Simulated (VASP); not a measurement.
# Si2SnB3 (Cmmm) in VASP: notebook

The runs below take Si2SnB3 through relaxation of cell and atoms, single point, with PBE.

Everything below comes from runs of VASP 6.6.1. Logs are shortened: lines on timing, memory, paths and dates and some standing lists are left out, and cuts for length are marked.

### Step 1. The cell of the first run

Symmetry: Cmmm, No. 65, orthorhombic system. The conventional cell has a = 4.755 Å, b = 8.557 Å, c = 3.924 Å, α = 90.00°, β = 90.00°, γ = 90.00°. Within 3.1 Å of Si (site symmetry 2/m) lie 6 B at 2.38 to 2.45 Å and 2 Si at 2.38 Å. Within 3.6 Å of Sn (site symmetry mmm) lie 10 B at 2.76 to 3.08 Å and 8 Si at 3.14 Å. B (site symmetry m2m) has 4 Si at 2.38 Å and 5 B at 2.48 to 3.05 Å and 3 Sn at 2.76 to 2.82 Å within 3.1 Å. Within 3.2 Å of B (site symmetry mmm) lie 4 Si at 2.45 Å and 4 B at 2.48 Å and 4 Sn at 3.08 Å.

### Step 2. Relaxation of cell and atoms, PBE

Input file INCAR:

```
SYSTEM = Si2SnB3
  PREC = Accurate
  ENCUT = 600
  EDIFF = 1E-6
  ISMEAR = 0
  SIGMA = 0.1
  LREAL = .FALSE.
  LASPH = .TRUE.
  NELM = 80
  ALGO = Normal
  ISIF = 3
  LWAVE = .FALSE.
  LCHARG = .FALSE.
  GGA = PE
  IBRION = 2
  NSW = 90
  EDIFFG = -0.04
```

Input file KPOINTS:

```
Automatic mesh
0
G
  4 4 4
  0 0 0
```

Input file POSCAR:

```
Si2SnB3
1.0
    2.3773447400     -4.2784860200      0.0000000000
    2.3773447400      4.2784860200      0.0000000000
    0.0000000000      0.0000000000      3.9238251400
Si Sn B
2 1 3
Direct
    0.5000000000      0.0000000000      0.5000000000
    0.0000000000      0.5000000000      0.5000000000
    0.0000000000      0.0000000000      0.0000000000
    0.6779564000      0.3220436000      0.0000000000
    0.3220436000      0.6779564000      0.0000000000
    0.5000000000      0.5000000000      0.5000000000
```

Potentials or basis: VASP PAW PBE potentials, release 64 (Si, Sn_d, B).

Command:

```
$ cat potpaw_PBE.64/Si/POTCAR potpaw_PBE.64/Sn_d/POTCAR potpaw_PBE.64/B/POTCAR > POTCAR
$ mpirun -np 1 vasp_std > vasp.out
```

OUTCAR:

```text
SYSTEM = Si2SnB3
   PREC = Accurate
   ENCUT = 600
   EDIFF = 1E-6
   ISMEAR = 0
   LREAL = .FALSE.
   LASPH = .TRUE.
   NELM = 80
   ISIF = 3
   GGA = PE
   IBRION = 2
   NSW = 90
   EDIFFG = -0.04

 ion  position               nearest neighbor table
   1  0.500  0.000  0.500-   4 2.38   5 2.38   4 2.38   5 2.38   2 2.38   2 2.38   6 2.45   6 2.45
                             3 3.14   3 3.14   3 3.14   3 3.14
   2  0.000  0.500  0.500-   4 2.38   5 2.38   4 2.38   5 2.38   1 2.38   1 2.38   6 2.45   6 2.45
                             3 3.14   3 3.14   3 3.14   3 3.14
   3  0.000  0.000  0.000-   4 2.76   5 2.76   4 2.82   5 2.82   4 2.82   5 2.82   1 3.14   2 3.14
                             2 3.14   1 3.14   2 3.14   1 3.14   2 3.14   1 3.14
   4  0.678  0.322  0.000-   1 2.38   2 2.38   1 2.38   2 2.38   3 2.76   3 2.82   3 2.82
   5  0.322  0.678  0.000-   1 2.38   2 2.38   1 2.38   2 2.38   3 2.76   3 2.82   3 2.82
   6  0.500  0.500  0.500-   1 2.45   2 2.45   1 2.45   2 2.45

  LATTYP: Found a base centered orthorhombic cell.
 ALAT       =     4.7546894800
 B/A-ratio  =     1.7996910368
 C/A-ratio  =     0.8252537114

  Lattice vectors:

 A1 = (   2.3773447400,  -4.2784860200,   0.0000000000)
 A2 = (   2.3773447400,   4.2784860200,   0.0000000000)
 A3 = (   0.0000000000,   0.0000000000,   3.9238251400)

Analysis of symmetry for initial positions (statically):
=====================================================================
 Subroutine PRICEL returns:
 Original cell was already a primitive cell.

 Routine SETGRP: Setting up the symmetry group for a
 base centered orthorhombic supercell.

 Subroutine GETGRP returns: Found  8 space group operations
 (whereof  8 operations were pure point group operations)
 out of a pool of  8 trial point group operations.

The static configuration has the point symmetry D_2h.

Analysis of symmetry for dynamics (positions and initial velocities):
=====================================================================
 Subroutine PRICEL returns:
 Original cell was already a primitive cell.

 Routine SETGRP: Setting up the symmetry group for a
 base centered orthorhombic supercell.

 Subroutine GETGRP returns: Found  8 space group operations
 (whereof  8 operations were pure point group operations)
 out of a pool of  8 trial point group operations.

The dynamic configuration has the point symmetry D_2h.

 Subroutine INISYM returns: Found  8 space group operations
 (whereof  8 operations are pure point group operations),
 and found     1 'primitive' translations

----------------------------------------------------------------------------------------

                                     Primitive cell

  volume of cell :      79.8219

  direct lattice vectors                    reciprocal lattice vectors
     2.377344740 -4.278486020  0.000000000     0.210318677 -0.116863769  0.000000000
     2.377344740  4.278486020  0.000000000     0.210318677  0.116863769  0.000000000
     0.000000000  0.000000000  3.923825140     0.000000000  0.000000000  0.254853355

  length of vectors
     4.894610366  4.894610366  3.923825140     0.240605665  0.240605665  0.254853355

  position of ions in fractional coordinates (direct lattice)
     0.500000000  0.000000000  0.500000000
     0.000000000  0.500000000  0.500000000
     0.000000000  0.000000000  0.000000000
     0.677956400  0.322043600  0.000000000
     0.322043600  0.677956400  0.000000000
     0.500000000  0.500000000  0.500000000

  ion indices of the primitive-cell ions
   primitive index   ion index
                 1           1
                 2           2
                 3           3
                 4           4
                 5           5
                 6           6

----------------------------------------------------------------------------------------

 KPOINTS: Automatic mesh

Automatic generation of k-mesh.
 Grid dimensions read from file:
 generate k-points for:    4    4    4

 Generating k-lattice:

[... 45 lines left out ...]
  volume of cell :       79.82
 maximum number of plane-waves:      2692
   NGX = 19   NGY = 19   NGZ = 15

--------------------------------------- Ionic step        1  -------------------------------------------

 number of electron      30.9999997 magnetization

 Free energy of the ion-electron system (eV)
  ---------------------------------------------------
  ext. energy  EPLUGINS =         0.00000000
  ---------------------------------------------------
  free energy    TOTEN  =       -26.71537893 eV

  energy without entropy =      -26.70130830  energy(sigma->0) =      -26.70834362

------------------------ aborting loop because EDIFF is reached ----------------------------------------

  FORCE on cell =-STRESS in cart. coord.  units (eV):
  Direction    XX          YY          ZZ          XY          YZ          ZX
  --------------------------------------------------------------------------------------
  -------------------------------------------------------------------------------------
  Total        1.1104695     -1.1568892     -8.6203163      0.0000000      0.0000000      0.0000000
  in kB       22.2892425    -23.2209747   -173.0261960      0.0000000      0.0000000      0.0000000
  external PRESSURE =     -57.9859761 kB  Pullay stress =       0.0000000 kB
[... 101 lines left out ...]
  FREE ENERGIE OF THE ION-ELECTRON SYSTEM (eV)
  ---------------------------------------------------
  free  energy   TOTEN  =       -26.4127845268 eV

  energy  without entropy=      -26.4006666088  energy(sigma->0) =      -26.40672557

 E-fermi :  10.6303     XC(G=0): -11.8808

 val. band max:       10.6115661069   @ k =   0.2500   0.0000   0.5000
 cond. band min:      10.6554532417   @ k =   0.2500   0.0000   0.2500
 fundamental gap:      0.0438871348
 Fermi energy:        10.6302534588

 k-point     1 :       0.0000    0.0000    0.0000
  band No.  band energies     occupation
      1     -11.6940      2.00000
      2     -11.3178      2.00000
      3     -11.2874      2.00000
      4     -11.1644      2.00000
      5     -11.1355      2.00000
      6      -4.8970      2.00000
[... 11 lines left out ...]
     18      15.5853      0.00000
     19      16.0925      0.00000
[... 423 lines left out ...]
      3     -11.2652      2.00000
      4     -11.2473      2.00000
      5     -10.9855      2.00000
      6       0.1249      2.00000
[... 11 lines left out ...]
     18      11.4889      0.00000
     19      11.8918      0.00000

[... ionic steps 4 to 30 ...]

--------------------------------------- Ionic step       31  -------------------------------------------

 number of electron      31.0000010 magnetization

------------------------ aborting loop because EDIFF is reached ----------------------------------------

  FORCE on cell =-STRESS in cart. coord.  units (eV):
  Direction    XX          YY          ZZ          XY          YZ          ZX
  --------------------------------------------------------------------------------------
  -------------------------------------------------------------------------------------
  Total       -0.4031334      0.0628163     -0.2656657      0.0000000      0.0000000      0.0000000
  in kB       -8.4531059      1.3171643     -5.5706134      0.0000000      0.0000000      0.0000000
  external PRESSURE =      -4.2355183 kB  Pullay stress =       0.0000000 kB
[... 65 lines left out ...]
  energy  without entropy=      -30.9557560246  energy(sigma->0) =      -30.95835467

--------------------------------------- Ionic step       33  -------------------------------------------

 number of electron      31.0000009 magnetization

 Free energy of the ion-electron system (eV)
  ---------------------------------------------------
  ext. energy  EPLUGINS =         0.00000000
  ---------------------------------------------------
  free energy    TOTEN  =       -30.96144159 eV

  energy without entropy =      -30.95595086  energy(sigma->0) =      -30.95869622

 E-fermi :   8.6743     XC(G=0): -11.2543

 val. band max:        8.6721193450   @ k =   0.5000   0.5000   0.2500
 cond. band min:       8.7164062740   @ k =   0.5000   0.0000   0.2500
 fundamental gap:      0.0442869289
 Fermi energy:         8.6742671435

 k-point     1 :       0.0000    0.0000    0.0000
  band No.  band energies     occupation
      1     -13.1121      2.00000
      2     -12.8596      2.00000
      3     -12.8248      2.00000
      4     -12.7796      2.00000
      5     -12.7582      2.00000
      6      -5.7244      2.00000
[... 11 lines left out ...]
     18      12.7784      0.00000
     19      13.3567      0.00000
[... 471 lines left out ...]
  FREE ENERGIE OF THE ION-ELECTRON SYSTEM (eV)
  ---------------------------------------------------
  free  energy   TOTEN  =       -30.9614415871 eV

  energy  without entropy=      -30.9559508557  energy(sigma->0) =      -30.95869622

 reached required accuracy - stopping structural energy minimisation
```

It took 6.8 min on 1 thread of AMD EPYC 9R45 (Zen 5), shared host; peak memory 0.23 GiB.

Results:

| Property | Result |
| --- | --- |
| Free energy | -30.9614 eV |
| Relaxed volume | 12.68 Å³/atom |
| Relaxed cell | a = 5.095 Å, b = 5.095 Å, c = 2.971 Å, α = 90.00°, β = 90.00°, γ = 99.39° |
| Space group after relaxing (to 0.05 Å) | Cmmm (No. 65) |
| Energy gained by relaxing | 707.7 meV/atom |
| Ionic steps | 33 |
| Pressure after relaxing | -0.2 GPa |
| Largest force after relaxing | 0.024 eV/Å |

Forces in eV/Å, atoms in the order of the input:
```
Si   0.000  0.000  0.000
Si   0.000  0.000  0.000
Sn   0.000  0.000  0.000
B    0.000  0.024  0.000
B    0.000 -0.024  0.000
B    0.000  0.000  0.000
```

Step by step:
| step | energy change (eV) | largest force (eV/Å) | pressure (GPa) | volume (Å³) |
| --- | --- | --- | --- | --- |
| 1 | 0.0000 | 0.0774 | -5.80 | 79.82 |
| 2 | -0.8626 | 0.4151 | -1.44 | 74.26 |
| 3 | 0.3026 | 2.9248 | 50.08 | 57.53 |
| 4 | -1.4371 | 1.2713 | 5.15 | 69.38 |
| 5 | -1.5230 | 1.6603 | 11.40 | 66.43 |
| 6 | -1.7827 | 1.8725 | 11.93 | 66.24 |
| 7 | -1.3048 | 2.4740 | 20.09 | 64.97 |
| 8 | -1.6688 | 2.1669 | 15.29 | 66.69 |
| 9 | -2.3934 | 1.2626 | 5.07 | 71.71 |
| 10 | -2.1842 | 0.3906 | -0.29 | 80.99 |
| 11 | -2.5456 | 0.1697 | 0.52 | 75.94 |
| 12 | -2.5462 | 0.1300 | 0.70 | 75.62 |
| 13 | -2.5483 | 0.1077 | 0.50 | 75.70 |
| 14 | -2.5526 | 0.0288 | -0.09 | 75.94 |
| 15 | -2.5528 | 0.1652 | -1.13 | 76.41 |
| 16 | -2.5542 | 0.0575 | -0.58 | 76.15 |
| 17 | -2.5580 | 0.0975 | -0.34 | 75.98 |
| 18 | -2.5606 | 0.1766 | 0.12 | 75.71 |
| 19 | -2.5653 | 0.3066 | 0.14 | 75.66 |
| 20 | -2.6067 | 0.7715 | 0.27 | 75.52 |
| 21 | -2.8971 | 1.4311 | 0.19 | 75.18 |
| 22 | -3.5351 | 1.8611 | 1.46 | 74.28 |
| 23 | -3.8293 | 0.6117 | 6.12 | 71.60 |
| 24 | -3.9689 | 1.4429 | 3.82 | 72.63 |
| 25 | -3.9670 | 1.3885 | 4.01 | 72.54 |
| 26 | -4.0145 | 1.2859 | 3.19 | 73.02 |
| 27 | -4.1258 | 0.9783 | 0.90 | 74.47 |
| 28 | -4.2134 | 0.3009 | -2.81 | 77.42 |
| 29 | -4.2404 | 0.0409 | -1.30 | 76.75 |
| 30 | -4.2443 | 0.1456 | -0.32 | 76.38 |
| 31 | -4.2443 | 0.1288 | -0.42 | 76.41 |
| 32 | -4.2456 | 0.0529 | -0.28 | 76.25 |
| 33 | -4.2461 | 0.0244 | -0.16 | 76.08 |

Final structure:
```xyz
6
Lattice="3.2956 -3.8852 0.0000 3.2956 3.8852 0.0000 0.0000 0.0000 2.9711" Properties=species:S:1:pos:R:3 pbc="T T T"
Si    1.6478   -1.9426    1.4855
Si    1.6478    1.9426    1.4855
Sn    0.0000    0.0000    0.0000
B     3.2956   -0.8729    0.0000
B     3.2956    0.8729    0.0000
B     3.2956    0.0000    1.4855
```

Levels at points of the mesh, in eV from the Fermi level:
| k point | band 11 | band 12 | band 13 | band 14 | band 15 | band 16 | band 17 | band 18 | band 19 |
| --- | --- | --- | --- | --- | --- | --- | --- | --- | --- |
| (0.00, 0.00, 0.00) | -4.89 | -4.27 | -4.19 | -1.95 | 1.52 | 3.19 | 3.46 | 4.10 | 4.68 |
| (0.50, 0.00, 0.00) | -4.73 | -4.12 | -2.53 | -1.64 | 1.16 | 1.85 | 2.15 | 4.19 | 4.81 |
| (0.50, 0.50, 0.00) | -3.70 | -2.87 | -1.68 | -1.13 | 1.24 | 1.49 | 1.87 | 2.86 | 3.19 |
| (0.00, 0.00, 0.50) | -4.67 | -4.29 | -3.83 | -2.95 | -2.67 | -1.39 | -0.38 | 0.16 | 0.74 |
| (0.50, 0.00, 0.50) | -4.99 | -4.34 | -3.38 | -2.15 | -2.09 | -0.70 | -0.35 | 0.73 | 1.01 |
| (0.50, 0.50, 0.50) | -5.78 | -5.66 | -5.43 | -1.18 | -0.92 | 1.84 | 1.96 | 2.30 | 2.54 |

Caveat: the k points lie up to 0.53 Å⁻¹ apart in the final cell; spin-orbit coupling is left out, which moves the levels of the heavy elements.

(Continued in part 2 of 2.)
